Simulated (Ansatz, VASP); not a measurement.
# ZnO in VASP and in Ansatz

Contents of INCAR:

```
  ALGO = Normal
  EDIFF = 1E-6
  ENCUT = 520
  GGA = PE
  ISIF = 2
  ISMEAR = -1
  LASPH = True
  LCHARG = False
  LREAL = False
  LWAVE = False
  NBANDS = 16
  NELM = 100
  PREC = Accurate
  SIGMA = 0.02
```

The input KPOINTS:

```
k-points
0
Gamma
  8 8 8
```

The input POSCAR:

```
ZnO
1.0
    2.7406606574      0.0000000000      0.0000000000
    0.0000000000      2.7406606574      0.0000000000
    0.0000000000      0.0000000000      2.7406606574
Zn O
1 1
Direct
    0.0000000000      0.0000000000      0.0000000000
    0.5000000000      0.5000000000      0.5000000000
```

Input for Ansatz:

```yaml
crystal:
  lattice:
    - [2.7406606574, 0.0, 0.0]
    - [0.0, 2.7406606574, 0.0]
    - [0.0, 0.0, 2.7406606574]
  atoms:
    - { symbol: Zn, position: [0.0, 0.0, 0.0] }
    - { symbol: O, position: [0.5, 0.5, 0.5] }
kpoints:
  mp_grid: { grid: [8, 8, 8] }
hamiltonian:
  xc: pbe
scf:
  occupations: { method: fermi_dirac, width: 0.02 }
  n_extra_bands: 4
output:
  forces: true
  stress: true
  eigenvalues: true
```

Alike in both runs: task single point; functional PBE; k mesh 8 × 8 × 8; occupations fermi-dirac, width 0.02 eV; no spin polarisation.

```csv
,VASP,Ansatz
version,VASP 6.6.1,Ansatz 0.2.0
potentials or method,"VASP PAW PBE potentials, release 64 (Zn, O)","plane waves, PAW"
plane-wave cutoff (eV),520,420
valence electrons in the cell,18,18
```

```csv
,VASP,Ansatz,Ansatz less VASP
pressure (GPa),-7.7,-8.2,-0.50
```

With one functional, cell and mesh, what is left measures potentials, basis and numerics.
